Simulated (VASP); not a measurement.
# BeS (F-43m) in VASP: a series of runs

The runs below take BeS through single point, with LDA.

Everything below comes from runs of VASP 6.6.1. Logs are shortened: lines on timing, memory, paths and dates and some standing lists are left out, and cuts for length are marked.

**1. The cell of the first run**

It takes space group F-43m (No. 216, cubic). Conventional cell: a = 4.817 Å, b = 4.817 Å, c = 4.817 Å, α = 90.00°, β = 90.00°, γ = 90.00°. Within 2.8 Å of S (site symmetry -43m) lie 4 Be at 2.09 Å. Be (site symmetry -43m) has 4 S at 2.09 Å within 2.8 Å.

**2. Single point, LDA (13.98 Å³/atom)**

Contents of INCAR:

```
PREC = Accurate
ENCUT = 520
EDIFF = 1E-6
ISMEAR = -1
SIGMA = 0.05
LREAL = False
LASPH = True
NELM = 100
ALGO = Normal
ISIF = 2
LWAVE = False
LCHARG = False
GGA = CA
NBANDS = 11
```

Contents of KPOINTS:

```
regular mesh
0
Gamma
  9 9 9
```

Contents of POSCAR:

```
BeS
1.0
    0.0000000000      2.4087243418      2.4087243418
    2.4087243418      0.0000000000      2.4087243418
    2.4087243418      2.4087243418      0.0000000000
S Be
1 1
Direct
    0.7500000000      0.7500000000      0.7500000000
    0.0000000000      0.0000000000      0.0000000000
```

Potentials or basis: VASP PAW LDA potentials, release 64 (S, Be).

Started as:

```bash
$ cat potpaw_LDA.64/S/POTCAR potpaw_LDA.64/Be/POTCAR > POTCAR
$ mpirun -np 1 vasp_std > vasp.out
```

OUTCAR:

```text
PREC = Accurate
   ENCUT = 520
   EDIFF = 1E-6
   ISMEAR = -1
   LREAL = False
   LASPH = True
   NELM = 100
   ISIF = 2
   GGA = CA

 ion  position               nearest neighbor table
   1  0.750  0.750  0.750-   2 2.09   2 2.09   2 2.09   2 2.09
   2  0.000  0.000  0.000-   1 2.09   1 2.09   1 2.09   1 2.09

  LATTYP: Found a face centered cubic cell.
 ALAT       =     4.8174486836

  Lattice vectors:

 A1 = (   0.0000000000,   2.4087243418,   2.4087243418)
 A2 = (   2.4087243418,   0.0000000000,   2.4087243418)
 A3 = (   2.4087243418,   2.4087243418,   0.0000000000)

Analysis of symmetry for initial positions (statically):
=====================================================================
 Subroutine PRICEL returns:
 Original cell was already a primitive cell.

 Routine SETGRP: Setting up the symmetry group for a
 face centered cubic supercell.

 Subroutine GETGRP returns: Found 24 space group operations
 (whereof 24 operations were pure point group operations)
 out of a pool of 48 trial point group operations.

The static configuration has the point symmetry T_d .

Analysis of symmetry for dynamics (positions and initial velocities):
=====================================================================
 Subroutine PRICEL returns:
 Original cell was already a primitive cell.

 Routine SETGRP: Setting up the symmetry group for a
 face centered cubic supercell.

 Subroutine GETGRP returns: Found 24 space group operations
 (whereof 24 operations were pure point group operations)
 out of a pool of 48 trial point group operations.

The dynamic configuration has the point symmetry T_d .

 Subroutine INISYM returns: Found 24 space group operations
 (whereof 24 operations are pure point group operations),
 and found     1 'primitive' translations

----------------------------------------------------------------------------------------

                                     Primitive cell

  volume of cell :      27.9506

  direct lattice vectors                    reciprocal lattice vectors
     0.000000000  2.408724342  2.408724342    -0.207578755  0.207578755  0.207578755
     2.408724342  0.000000000  2.408724342     0.207578755 -0.207578755  0.207578755
     2.408724342  2.408724342  0.000000000     0.207578755  0.207578755 -0.207578755

  length of vectors
     3.406450632  3.406450632  3.406450632     0.359536950  0.359536950  0.359536950

  position of ions in fractional coordinates (direct lattice)
     0.750000000  0.750000000  0.750000000
     0.000000000  0.000000000  0.000000000

  ion indices of the primitive-cell ions
   primitive index   ion index
                 1           1
                 2           2

----------------------------------------------------------------------------------------

 KPOINTS: regular mesh

Automatic generation of k-mesh.
 Grid dimensions read from file:
 generate k-points for:    9    9    9

 Generating k-lattice:

  Cartesian coordinates                     Fractional coordinates (reciprocal lattice)
    -0.023064306  0.023064306  0.023064306     0.111111111  0.000000000  0.000000000
     0.023064306 -0.023064306  0.023064306     0.000000000  0.111111111  0.000000000
     0.023064306  0.023064306 -0.023064306     0.000000000  0.000000000  0.111111111

  Length of vectors
     0.039948550  0.039948550  0.039948550

  Shift w.r.t. Gamma in fractional coordinates (k-lattice)
     0.000000000  0.000000000  0.000000000

 Subroutine IBZKPT returns following result:
 ===========================================

 Found     35 irreducible k-points:

 Following reciprocal coordinates:
            Coordinates               Weight
  0.000000  0.000000  0.000000      1.000000
  0.111111  0.000000  0.000000      8.000000
  0.222222  0.000000  0.000000      8.000000
  0.333333  0.000000  0.000000      8.000000
  0.444444  0.000000  0.000000      8.000000
  0.111111  0.111111  0.000000      6.000000
[... 16 lines left out ...]
 -0.333333  0.333333  0.000000     12.000000
  0.444444  0.444444  0.000000      6.000000
 [... further k-points ...]
   k-points           NKPTS =     35   k-points in BZ     NKDIM =     35   number of bands    NBANDS=     11
   number of dos      NEDOS =    301   number of ions     NIONS =      2
   total plane-waves  NPLWV =  21952
   dimension x,y,z NGX =    28 NGY =   28 NGZ =   28
   dimension x,y,z NGXF=    56 NGYF=   56 NGZF=   56
   ions per type =               1   1
   NGX,Y,Z   is equivalent  to a cutoff of  13.66, 13.66, 13.66 a.u.
   NGXF,Y,Z  is equivalent  to a cutoff of  27.33, 27.33, 27.33 a.u.
 SYSTEM =  unknown system
   PREC   = accura    normal or accurate (medium, high low for compatibility)
   ISTART =      0    job   : 0-new  1-cont  2-samecut
   ICHARG =      2    charge: 1-file 2-atom 10-const
   ISPIN  =      1    spin polarized calculation?
   LNONCOLLINEAR =      F non collinear calculations
   LSORBIT =      F    spin-orbit coupling
   LASPH  =      T    aspherical Exc in radial PAW
   ENCUT  =  520.0 eV  38.22 Ry    6.18 a.u.   6.33  6.33  6.33*2*pi/ulx,y,z
   NELM   =    100;   NELMIN=  2; NELMDL= -5     # of ELM steps
   EDIFF  = 0.1E-05   stopping-criterion for ELM
   LREAL  =      F    real-space projection
[... 7 lines left out ...]
   TEBEG  =    0.0;   TEEND  =   0.0 temperature during run
   PSTRESS=    0.0 pullay stress
   NELECT =       8.0000    total number of electrons
   NUPDOWN=      -1.0000    fix difference up-down
   EMIN   =  10.00;   EMAX   =-10.00  energy-range for DOS
   EFERMI =   0.00;   METHOD = LEGACY
   ISMEAR =    -1;   SIGMA  =   0.05  broadening in eV -4-tet -1-fermi 0-gaus
   EFERMI_NEDOS =   21; number of points for ismear=-14 and -15
   IALGO  =     38    algorithm
   IMIX   =      4    mixing-type and parameters
     AMIX     =   0.40;   BMIX     =  1.00
     AMIX_MAG =   1.60;   BMIX_MAG =  1.00
  volume/ion in A,a.u.               =      13.98        94.31
  Fermi-wavevector in a.u.,A,eV,Ry     =   1.078883  2.038793 15.837029  1.163989
  Thomas-Fermi vector in A             =   2.214834
   LORBIT       =      0    0 simple, 1 ext, 2 COOP (PROOUT), +10 PAW based schemes
   GGA     = CA    functional components
   LHFCALC =     F    Hartree Fock is set to
   AEXX    =    0.0000 exact exchange contribution
   IVDW    =     0    specifies the selected vdW correction
   LEPSILON=     F    determine dielectric tensor
   LRPA    =     F    only Hartree local field effects (RPA)
 non-spin polarized calculation
  energy-cutoff  :      520.00
  volume of cell :       27.95
 maximum number of plane-waves:       766
 NGX is ok and might be reduce to    28
   NGX = 13   NGY = 13   NGZ = 13

 number of electron       8.0000000 magnetization

 Free energy of the ion-electron system (eV)
  ---------------------------------------------------
  ext. energy  EPLUGINS =         0.00000000
  ---------------------------------------------------
  free energy    TOTEN  =       -11.14116140 eV

  energy without entropy =      -11.14116140  energy(sigma->0) =      -11.14116140

 E-fermi :   5.2315     XC(G=0): -10.0698

 val. band max:        4.2404591538   @ k =   0.0000   0.0000   0.0000
 cond. band min:       7.1999565295   @ k =   0.4444   0.4444   0.0000
 fundamental gap:      2.9594973757
 Fermi energy:         5.2315200685

 k-point     1 :       0.0000    0.0000    0.0000
  band No.  band energies     occupation
      1      -9.5523      2.00000
      2       4.2405      2.00000
      3       4.2405      2.00000
      4       4.2405      2.00000
      5       9.7753      0.00000
      6       9.7753      0.00000
      7       9.7753      0.00000
      8      10.0878      0.00000
      9      17.0943      0.00000
     10      17.0943      0.00000
     11      19.0032      0.00000

 k-point     2 :       0.1111    0.0000    0.0000
  band No.  band energies     occupation
      1      -9.4068      2.00000
      2       3.2185      2.00000
      3       4.0707      2.00000
      4       4.0707      2.00000
      5       9.7319      0.00000
      6      10.0754      0.00000
      7      10.0754      0.00000
      8      11.1680      0.00000
      9      16.4503      0.00000
     10      16.4503      0.00000
     11      18.8050      0.00000

 k-point     3 :       0.2222    0.0000    0.0000
  band No.  band energies     occupation
      1      -8.9962      2.00000
      2       1.3104      2.00000
      3       3.7089      2.00000
      4       3.7089      2.00000
      5       9.7175      0.00000
      6      10.6105      0.00000
      7      10.6105      0.00000
      8      13.0475      0.00000
      9      16.0060      0.00000
     10      16.0060      0.00000
     11      18.3733      0.00000

 k-point     4 :       0.3333    0.0000    0.0000
  band No.  band energies     occupation
      1      -8.4217      2.00000
      2      -0.4610      2.00000
      3       3.3763      2.00000
      4       3.3763      2.00000
      5       9.6971      0.00000
      6      10.7821      0.00000
      7      10.7821      0.00000
      8      14.5447      0.00000
      9      16.8478      0.00000
     10      16.8478      0.00000
     11      18.3640      0.00000

 k-point     5 :       0.4444    0.0000    0.0000
  band No.  band energies     occupation
      1      -7.9412      2.00000
      2      -1.5776      2.00000
      3       3.1899      2.00000
      4       3.1899      2.00000
      5       9.6781      0.00000
      6      10.6936      0.00000
      7      10.6936      0.00000
      8      15.1875      0.00000
      9      18.6622      0.00000
     10      18.6622      0.00000
     11      19.0821      0.00000

 k-point     6 :       0.1111    0.1111    0.0000
  band No.  band energies     occupation
      1      -9.3584      2.00000
      2       3.4343      2.00000
      3       3.7320      2.00000
      4       3.7320      2.00000
      5       9.3664      0.00000
      6      10.5739      0.00000
      7      10.5739      0.00000
      8      11.0787      0.00000
      9      15.3064      0.00000
     10      17.3653      0.00000
     11      19.4192      0.00000

 k-point     7 :       0.2222    0.1111    0.0000
  band No.  band energies     occupation
      1      -9.0357      2.00000
      2       1.9097      2.00000
      3       3.2930      2.00000
      4       3.5290      2.00000
      5       9.4345      0.00000
      6      10.8490      0.00000
      7      11.3077      0.00000
      8      12.1455      0.00000
      9      14.9536      0.00000
     10      17.2769      0.00000
     11      19.4691      0.00000

 k-point     8 :       0.3333    0.1111    0.0000
  band No.  band energies     occupation
      1      -8.5095      2.00000
      2       0.1431      2.00000
      3       2.9728      2.00000
      4       3.1386      2.00000
      5       9.6905      0.00000
      6      10.9753      0.00000
      7      11.6182      0.00000
      8      12.8863      0.00000
      9      16.3347      0.00000
     10      17.8076      0.00000
     11      19.0597      0.00000
[... 141 lines left out ...]
 k-point    19 :      -0.2222    0.2222    0.0000
  band No.  band energies     occupation
      1      -8.2226      2.00000
      2       0.0244      2.00000
      3       1.4551      2.00000
      4       3.3351      2.00000
      5      10.2652      0.00000
      6      11.5416      0.00000
      7      11.9527      0.00000
      8      13.1483      0.00000
      9      14.9028      0.00000
     10      18.6983      0.00000
     11      20.0509      0.00000

 k-point    20 :       0.3333    0.3333    0.0000
  band No.  band energies     occupation
      1      -8.0461      2.00000
      2       0.3068      2.00000
      3       1.9837      2.00000
      4       1.9837      2.00000
      5       7.8738      0.00000
      6       9.7268      0.00000
      7      14.5435      0.00000
      8      14.5435      0.00000
      9      17.2579      0.00000
     10      19.3547      0.00000
     11      21.7539      0.00000

 k-point    21 :       0.4444    0.3333    0.0000
  band No.  band energies     occupation
      1      -7.6411      2.00000
      2      -0.3632      2.00000
      3       1.3756      2.00000
      4       1.8051      2.00000
      5       7.9108      0.00000
      6       9.8024      0.00000
      7      15.0517      0.00000
      8      15.0848      0.00000
      9      18.7256      0.00000
     10      20.0368      0.00000
     11      20.6911      0.00000

 k-point    22 :      -0.4444    0.3333    0.0000
  band No.  band energies     occupation
      1      -7.3666      2.00000
      2      -0.6140      2.00000
      3       0.4389      2.00000
      4       1.9158      2.00000
      5       8.3307      0.00000
      6      11.1907      0.00000
      7      14.7161      0.00000
      8      15.0336      0.00000
      9      17.3527      0.00000
     10      18.5462      0.00000
     11      21.3851      0.00000

 k-point    23 :      -0.3333    0.3333    0.0000
  band No.  band energies     occupation
      1      -7.4149      2.00000
      2      -0.4843      2.00000
      3      -0.0009      2.00000
      4       2.2914      2.00000
      5       8.9038      0.00000
      6      13.2506      0.00000
      7      13.7514      0.00000
      8      14.7893      0.00000
      9      15.2611      0.00000
     10      16.7046      0.00000
     11      22.3550      0.00000

 k-point    24 :       0.4444    0.4444    0.0000
  band No.  band energies     occupation
      1      -7.4020      2.00000
      2      -0.7483      2.00000
      3       1.5515      2.00000
      4       1.5515      2.00000
      5       7.2000      0.00000
      6       9.0957      0.00000
      7      16.5831      0.00000
      8      16.5831      0.00000
      9      19.3904      0.00000
     10      20.5372      0.00000
     11      21.6897      0.00000

 [... further k-points ...]
[... 5 lines left out ...]
  --------------------------------------------------------------------------------------
  -------------------------------------------------------------------------------------
  Total       -0.2235216     -0.2235216     -0.2235216      0.0000000     -0.0000000     -0.0000000
  in kB      -12.8126470    -12.8126470    -12.8126470      0.0000000     -0.0000000     -0.0000000
  external PRESSURE =     -12.8126470 kB  Pullay stress =       0.0000000 kB

 VOLUME and BASIS-vectors are now :
 -----------------------------------------------------------------------------
  energy-cutoff  :      520.00
  volume of cell :       27.95
      direct lattice vectors                 reciprocal lattice vectors
     0.000000000  2.408724342  2.408724342    -0.207578755  0.207578755  0.207578755
     2.408724342  0.000000000  2.408724342     0.207578755 -0.207578755  0.207578755
     2.408724342  2.408724342  0.000000000     0.207578755  0.207578755 -0.207578755

 POSITION                                       TOTAL-FORCE (eV/Angst)
 -----------------------------------------------------------------------------------
      3.61309      3.61309      3.61309         0.000000      0.000000      0.000000
      0.00000      0.00000      0.00000        -0.000000     -0.000000     -0.000000
 -----------------------------------------------------------------------------------
    total drift:                               -0.000000     -0.000000     -0.000000

  FREE ENERGIE OF THE ION-ELECTRON SYSTEM (eV)
  ---------------------------------------------------
  free  energy   TOTEN  =       -11.1411614012 eV

  energy  without entropy=      -11.1411614012  energy(sigma->0) =      -11.14116140
```

Run time: 12 s. Hardware: 1 thread of Intel Xeon Platinum 8375C at 2.90GHz (Ice Lake), shared host; peak memory 0.13 GiB.

Results:

```yaml
Free_energy: -11.1412 eV
Pressure: -1.3 GPa
Band_gap_on_the_k_mesh: 2.96 eV (least direct gap 5.53 eV)
```

Levels at points of the mesh, in eV from the valence-band top:
| k point | band 2 | band 3 | band 4 | band 5 | band 6 | band 7 |
| --- | --- | --- | --- | --- | --- | --- |
| (0.00, 0.00, 0.00) | 0.00 | 0.00 | 0.00 | 5.53 | 5.53 | 5.53 |

Caveat: an odd mesh through Γ misses points on the zone boundary, where band edges can lie.

**3. Single point, LDA (14.26 Å³/atom)**

This run uses another cell than the first one, of 14.26 Å³/atom.

Contents of INCAR:

```
SYSTEM = BeS
  ALGO = Normal
  EDIFF = 1E-7
  ENCUT = 520
  GGA = CA
  ISIF = 2
  ISMEAR = -1
  LASPH = .TRUE.
  LCHARG = .TRUE.
  LELF = .TRUE.
  LREAL = .FALSE.
  LVHAR = .TRUE.
  LWAVE = .FALSE.
  NBANDS = 11
  NELM = 100
  PREC = Accurate
  SIGMA = 0.05
```

Contents of KPOINTS:

```
k-points
0
G
  9 9 9
  0 0 0
```

Contents of POSCAR:

```
BeS
1.0
    0.0000000000      2.4250000000      2.4250000000
    2.4250000000      0.0000000000      2.4250000000
    2.4250000000      2.4250000000      0.0000000000
S Be
1 1
Direct
    0.7500000000      0.7500000000      0.7500000000
    0.0000000000      0.0000000000      0.0000000000
```

Potentials or basis: VASP PAW LDA potentials, release 64 (S, Be).

Started as:

```bash
$ cat potpaw_LDA.64/S/POTCAR potpaw_LDA.64/Be/POTCAR > POTCAR
$ mpirun -np 1 vasp_std > vasp.out
```

It took 14 s on 1 thread of Intel Xeon Platinum 8375C at 2.90GHz (Ice Lake), shared host; peak memory 0.13 GiB.

The run converged. Its results:

- Free energy: -11.1333 eV
- Pressure: -3.2 GPa
- Band gap on the k mesh: 3.00 eV (least direct gap 5.54 eV)

Levels at points of the mesh, in eV from the valence-band top:
```
           k point  band 1  band 2  band 3  band 4  band 5  band 6  band 7  band 8  band 9
(0.00, 0.00, 0.00)  -13.66    0.00    0.00    0.00    5.54    5.54    5.54    5.68   12.81
```

Caveat: the cell stands under tension; an odd mesh through Γ misses points on the zone boundary, where band edges can lie.

**4. Single point, LDA (14.55 Å³/atom)**

This run uses another cell than the first one, of 14.55 Å³/atom.

Contents of INCAR:

```
PREC = Accurate
ENCUT = 520
EDIFF = 1E-6
ISMEAR = -1
SIGMA = 0.05
LREAL = False
LASPH = True
NELM = 100
ALGO = Normal
ISIF = 2
LWAVE = False
LCHARG = False
NBANDS = 11
```

Contents of KPOINTS:

```
Automatic mesh
0
Gamma
  9 9 9
```

Contents of POSCAR:

```
BeS
1.0
    0.0000000000      2.4410600707      2.4410600707
    2.4410600707      0.0000000000      2.4410600707
    2.4410600707      2.4410600707      0.0000000000
S Be
1 1
Direct
    0.7500000000      0.7500000000      0.7500000000
    0.0000000000      0.0000000000      0.0000000000
```

Started as:

```bash
$ cat potpaw_LDA.64/S/POTCAR potpaw_LDA.64/Be/POTCAR > POTCAR
$ mpirun -np 1 vasp_std > vasp.out
```

Run time: 12 s. Hardware: 1 thread of Intel Xeon Platinum 8375C at 2.90GHz (Ice Lake), shared host; peak memory 0.14 GiB.

The run converged. Its results:

- Free energy: -11.1191 eV
- Pressure: -4.9 GPa
- Band gap on the k mesh: 3.04 eV (least direct gap 5.51 eV)

Levels at points of the mesh, in eV from the valence-band top:
| k point | band 1 | band 2 | band 3 | band 4 | band 5 | band 6 | band 7 | band 8 |
| --- | --- | --- | --- | --- | --- | --- | --- | --- |
| (0.00, 0.00, 0.00) | -13.52 | 0.00 | 0.00 | 0.00 | 5.51 | 5.55 | 5.55 | 5.55 |

Caveat: the cell stands under tension; an odd mesh through Γ misses points on the zone boundary, where band edges can lie.

[end of part 1 of 2]
